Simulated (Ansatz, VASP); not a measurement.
**One calculation of Mg5ZnS6, two programs**

```xyz
12
Lattice="3.6864 0.0000 0.0000 -1.8432 3.1925 0.0000 0.0000 0.0000 18.0266" Properties=species:S:1:pos:R:3 pbc="T T T"
Mg    0.0000    2.1284   15.0028
Mg    0.0000    0.0000    0.0000
Mg    1.8432    1.0642    3.0239
Mg    0.0000    2.1284    6.0453
Mg    1.8432    1.0642   11.9813
Zn    0.0000    0.0000    9.0133
S     1.8432    1.0642   16.5147
S     0.0000    2.1284    1.5119
S     0.0000    0.0000    4.5353
S     1.8432    1.0642    7.5717
S     0.0000    2.1284   10.4549
S     0.0000    0.0000   13.4913
```

Alike in both runs: functional PBE; k mesh 6 × 6 × 1; occupations gaussian, width 0.1 eV; no spin polarisation.

Ansatz relaxed the structure, and its values are those at the end. VASP's run is a single point on that final structure, the one shown.

|  | VASP | Ansatz |
| --- | --- | --- |
| version | VASP 6.6.1 | Ansatz 0.2.0 |
| potentials or method | VASP PAW PBE potentials, release 64 (Mg, Zn, S), cutoff 600 eV | scalar-relativistic, plane waves, PAW |
| valence electrons in the cell | 58 | 98 |

Ansatz gave:

* gap on the k mesh at the Fermi level (eV): 1.86
* least direct gap on the mesh (eV): 2.20
* pressure (GPa): 0.0
* rms of the force components (eV/Å): 0.001

Problem. Estimate VASP's values.

Solution. gap on the k mesh at the Fermi level (eV): 1.85; least direct gap on the mesh (eV): 2.19; pressure (GPa): -0.1; rms of the force components (eV/Å): 0.007.

VASP's potentials hold 58 valence electrons a cell and Ansatz's 98, so a difference there can come from the potentials and not from the codes.
